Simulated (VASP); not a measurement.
A run of VASP 6.6.1 is set up as follows.

Contents of INCAR:

```
SYSTEM = Zr2O
PREC = Accurate
ENCUT = 520
EDIFF = 1E-6
ISMEAR = 0
SIGMA = 0.15
LREAL = .False.
LASPH = .True.
NELM = 80
ALGO = Normal
ISIF = 2
LWAVE = .False.
LCHARG = .False.
GGA = PS
NBANDS = 39
```

The input KPOINTS:

```
Automatic mesh
0
Gamma
  12 12 12
  0 0 0
```

The input POSCAR:

```
Zr2O
1.0
    4.1934379801      0.0000000000      0.0000000000
    0.0000000000      4.1934379801      0.0000000000
    0.0000000000      0.0000000000      6.2901569702
Zr O
4 2
Direct
    0.2500000000      0.2500000000      0.7500000000
    0.7500000000      0.2500000000      0.2500000000
    0.2500000000      0.7500000000      0.2500000000
    0.7500000000      0.7500000000      0.7500000000
    0.0000000000      0.0000000000      0.0000000000
    0.5000000000      0.5000000000      0.5000000000
```

Potentials or basis: VASP PAW PBE potentials, release 64 (Zr_sv, O).

The run is started by

```console
$ cat potpaw_PBE.64/Zr_sv/POTCAR potpaw_PBE.64/O/POTCAR > POTCAR
$ mpirun -np 1 vasp_std > vasp.out
```

Question: Predict the pressure.

Answer: -2.9 GPa.

Question: Estimate the band gap on the k mesh.

Answer: Zero (bands 30 and 31 overlap by 1.21 eV).

Stress tensor (GPa, compression positive):
```
  5.46   0.00   0.00
  0.00   5.46   0.00
  0.00   0.00 -19.74
```

Caveat: the stress differs along the axes, from -20 to 5 GPa; the PAW data sets were made with another functional, which shifts forces and pressure a little.
